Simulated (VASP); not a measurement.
Input of a VASP 6.6.1 run:

The input INCAR:

```
SYSTEM = BaTiO3
ALGO = Normal ; EDIFF = 1E-6
ENCUT = 910 ; GGA = PE
GGA_COMPAT = .FALSE. ; ISIF = 2
ISMEAR = 0 ; LASPH = .TRUE.
LCHARG = .TRUE. ; LELF = .TRUE.
LREAL = .FALSE. ; LVHAR = .TRUE.
LWAVE = .FALSE. ; NBANDS = 28
NELM = 120 ; PREC = Accurate
SIGMA = 0.02
```

File KPOINTS:

```
k-points
0
G
  6 6 6
  0 0 0
```

File POSCAR:

```
BaTiO3
1.0
    2.8370278842      1.6379588126      2.3281557006
   -2.8370278842      1.6379588126      2.3281557006
    0.0000000000     -3.2759176253      2.3281557005
Ba Ti O
1 1 3
Direct
   -0.0032087783     -0.0032087783     -0.0032087783
    0.4842273604      0.4842273604      0.4842273604
    0.5101746472      0.5101746472      0.0178321235
    0.0178321235      0.5101746472      0.5101746472
    0.5101746472      0.0178321235      0.5101746472
```

Potentials or basis: VASP PAW PBE potentials, release 64 (Ba_sv, Ti_sv, O_h).

Command:

```sh
$ cat potpaw_PBE.64/Ba_sv/POTCAR potpaw_PBE.64/Ti_sv/POTCAR potpaw_PBE.64/O_h/POTCAR > POTCAR
$ mpirun -np 1 vasp_std > vasp.out
```

Q: Estimate the band gap on the k mesh.

A: 2.40 eV, indirect (least direct gap 2.82 eV).

Q: What does it give for the pressure?

A: 4.6 GPa.

Q: Estimate the largest force.

A: 0.041 eV/Å.

Forces on the atoms (eV/Å):
```
Ba   0.000  0.000  0.041
Ti   0.000  0.000  0.037
O    0.000  0.012 -0.026
O   -0.011 -0.006 -0.026
O    0.011 -0.006 -0.026
```

Caveat: the cutoff is under 1.25 times the usual one of these potentials, so pressure, stress and relaxed cells hold a basis-set (Pulay) error; spin-orbit coupling is left out, which moves the levels of the heavy elements. A k mesh can miss the band edges.
